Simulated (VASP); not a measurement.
Input of a VASP 6.6.1 run:

The input INCAR:

```
ALGO = Normal
EDIFF = 1E-6
ENCUT = 520
GGA = PE
ISIF = 2
ISMEAR = 0
ISPIN = 2
LASPH = T
LCHARG = F
LMAXMIX = 4
LORBIT = 11
LREAL = Auto
LUSENCCL = F
LWAVE = F
MAGMOM = 0 0.6 0.6 0.6 0 0 0 0 0.6 0 0 0 0 0 0 0 0 0 0 0 0 0 0 0 0 0 0 0 0 0 0 0 0 0 0 0 0 0 0 0 0 0 0 0 0 0 0 0 0 0 0 0 0 0 0 0 0 0 0 0 0 0 0 0 0 0 0 0 0 0 0 0 0 0 0 0 0 0 0 0 0 0 0 0 0 0 0 0 0 0 0 0 0 0 0
NBANDS = 406
NELM = 150
PREC = Accurate
SIGMA = 0.02
```

File KPOINTS:

```
k-points
0
Gamma
  1 1 1
```

POSCAR

```
Hf32O63
1.0
   10.2360000000      0.0000000000      0.0000000000
    0.0000000000     10.3714000000      0.0000000000
   -1.7173261196      0.0000000000     10.4277342812
Hf O
32 63
Direct
    0.1383793352      0.0214857410      0.1037918783
    0.3600981230      0.2725457134      0.1459451432
    0.3617923557      0.4787460227      0.3941882969
    0.1382956656      0.2292493603      0.3536239911
    0.1384863764      0.0209623014      0.6039606488
    0.3621986962      0.2711863894      0.6455780304
    0.3619553113      0.4790418536      0.8966240286
    0.1384055858      0.2285547368      0.8540527457
    0.1396694024      0.5203998058      0.1049446039
    0.3619169207      0.7712411076      0.1456420793
    0.3612837266      0.9792276785      0.3959394420
    0.1374322167      0.7289830838      0.3540648173
    0.1385486049      0.5216243841      0.6034298575
    0.3616127463      0.7709694322      0.6457822436
    0.3615564058      0.9791149211      0.8959210889
    0.1385498192      0.7287596184      0.8542873541
    0.6382015321      0.0216156677      0.1044756064
    0.8616426108      0.2714549100      0.1458509432
    0.8613656750      0.4791135072      0.3959945012
    0.6371720243      0.2287281132      0.3537693730
    0.6382903827      0.0207792266      0.6042856679
    0.8617055446      0.2710906262      0.6459884501
    0.8625590758      0.4791021973      0.8963013570
    0.6383334830      0.2290906325      0.8543386706
    0.6385825324      0.5211849366      0.1042809678
    0.8618766969      0.7712525899      0.1459567621
    0.8612736739      0.9793152908      0.3960742558
    0.6383500823      0.7290030029      0.3542556321
    0.6380938020      0.5207829222      0.6039957802
    0.8617705954      0.7708701929      0.6460841832
    0.8615147071      0.9788696096      0.8960625930
    0.6384141764      0.7289574503      0.8540228169
    0.2763371465      0.1288269935      0.0093333515
    0.2759513638      0.1223012349      0.2596359775
    0.2226444258      0.3721612818      0.4847175312
    0.0371778818      0.1711309985      0.1689610489
    0.4640537747      0.4194987394      0.0805449429
    0.4613904377      0.3297392863      0.3303960215
    0.0366359320      0.0803112308      0.4190723074
    0.2230669200      0.3789014870      0.7395426270
    0.2768726414      0.1295897688      0.5100893382
    0.2767850177      0.1206520403      0.7597674537
    0.2225908127      0.3703315548      0.9936310318
    0.0361234045      0.1690446343      0.6699494394
    0.4638841048      0.4191002824      0.5807860866
    0.4634051072      0.3303081780      0.8306168373
    0.0359580950      0.0805628303      0.9195106919
    0.2239572906      0.8791677817      0.2399459667
    0.2773800381      0.6292940689      0.0101324871
    0.2735323699      0.6154521020      0.2590108833
    0.2229754142      0.8713003853      0.4898139484
    0.0362011111      0.6701049006      0.1695510464
    0.4636490559      0.9190233115      0.0805092960
    0.4627449097      0.8292804242      0.3307844857
    0.0353512902      0.5818631077      0.4204110049
    0.2231716774      0.8790209046      0.7399718408
    0.2766412621      0.6299575279      0.5097071238
    0.2771217790      0.6205744977      0.7600662686
    0.2231290478      0.8708238087      0.9899999677
    0.0364133880      0.6689991832      0.6700550746
    0.4635013739      0.9194733440      0.5801295885
    0.4638630395      0.8305780028      0.8302946322
    0.0375414202      0.5794556434      0.9195437110
    0.7230750214      0.3792390586      0.2404714038
    0.7766939289      0.1293344612      0.0100341910
    0.7779253357      0.1217067814      0.2602270868
    0.7233084611      0.3706376652      0.4900627158
    0.5361474350      0.1684381456      0.1713930892
    0.9647615497      0.4195420280      0.0809861256
    0.9655401825      0.3327553344      0.3288572939
    0.5359732416      0.0802595716      0.4200774800
    0.7234553039      0.3791050441      0.7403105772
    0.7764338593      0.1290839319      0.5099300329
    0.7765921553      0.1207504225      0.7600480138
    0.7236940434      0.3710092185      0.9904760612
    0.5359641379      0.1690831161      0.6702597489
    0.9644822951      0.4186632051      0.5795874508
    0.9640892493      0.3305185369      0.8302704757
    0.5361460901      0.0807708061      0.9203307893
    0.7231419456      0.8796529885      0.2404026763
    0.7769179693      0.6291616157      0.0100117423
    0.7767497473      0.6210928226      0.2599109042
    0.7229750796      0.8707469780      0.4903420661
    0.5361089286      0.6694920301      0.1696656595
    0.9637037994      0.9201877944      0.0805392843
    0.9638301278      0.8310608787      0.3303110583
    0.5377105685      0.5794675075      0.4189164569
    0.7232844132      0.8790293962      0.7401871698
    0.7772167770      0.6292034427      0.5101845751
    0.7770029071      0.6206743185      0.7601404811
    0.7232190706      0.8707488740      0.9901651106
    0.5364118623      0.6695928216      0.6694544951
    0.9637235430      0.9193780526      0.5802046317
    0.9637947185      0.8301952121      0.8306352138
    0.5361968323      0.5802353785      0.9195601170
```

Potentials or basis: VASP PAW PBE potentials, release 64 (Hf_pv, O).

Command:

```bash
$ cat potpaw_PBE.64/Hf_pv/POTCAR potpaw_PBE.64/O/POTCAR > POTCAR
$ mpirun -np 1 vasp_gam > vasp.out
```

(1) Estimate the net moment.

(2) Predict the largest force.

Answers

(1) 0.00 μB per cell.

(2) 0.175 eV/Å.

Caveat: the k points lie up to 0.62 Å⁻¹ apart.
